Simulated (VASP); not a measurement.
Input of a VASP 6.6.1 run:

Contents of INCAR:

```
SYSTEM = Ga
PREC     = Accurate       ! precision mode
ENCUT    = 520            ! plane-wave cutoff, eV
EDIFF    = 1E-7           ! SCF threshold, eV
ISMEAR   = 0              ! smearing method
SIGMA    = 0.2            ! smearing width, eV
LREAL    = .FALSE.        ! projectors in reciprocal space
LASPH    = .TRUE.         ! aspherical terms in the spheres
NELM     = 100            ! most SCF steps
ALGO     = Fast           ! electronic algorithm
ISIF     = 2              ! what is computed and relaxed
LWAVE    = .FALSE.        ! write WAVECAR
LCHARG   = .TRUE.         ! write CHGCAR
GGA      = PE             ! functional
LELF     = .TRUE.         ! ELF
LVHAR    = .TRUE.       
NBANDS   = 48             ! bands
```

Contents of KPOINTS:

```
regular mesh
0
G
  6 6 4
  0 0 0
```

File POSCAR:

```
Ga
1.0
    3.9209254758      0.0001210143     -0.0167429278
   -0.0000161362      3.9186559335      0.0066009742
   -0.0324077481      0.0116103977      7.9849423156
Ga
6
Direct
    0.0025185679      0.4980224985      0.2501830549
   -0.0024794549      0.5020054486      0.7498611084
    0.5043561314     -0.0011106014      0.2497523649
    0.4957468606      1.0010659424      0.7501789209
    0.5000881808      0.4994853636     -0.0000195021
    0.4997697142      0.5005313483      0.5000440530
```

Potentials or basis: VASP PAW PBE potentials, release 64 (Ga_d).

Command:

```bash
$ cat potpaw_PBE.64/Ga_d/POTCAR > POTCAR
$ mpirun -np 1 vasp_std > vasp.out
```

(1) Estimate the largest force.

(2) What does it give for the pressure?

(3) Predict the band gap on the k mesh.

## Answers

(1) 0.006 eV/Å.

(2) 0.1 GPa.

(3) zero (band 39 reaches 6.73 eV, above the bottom of band 40 at 2.45 eV).
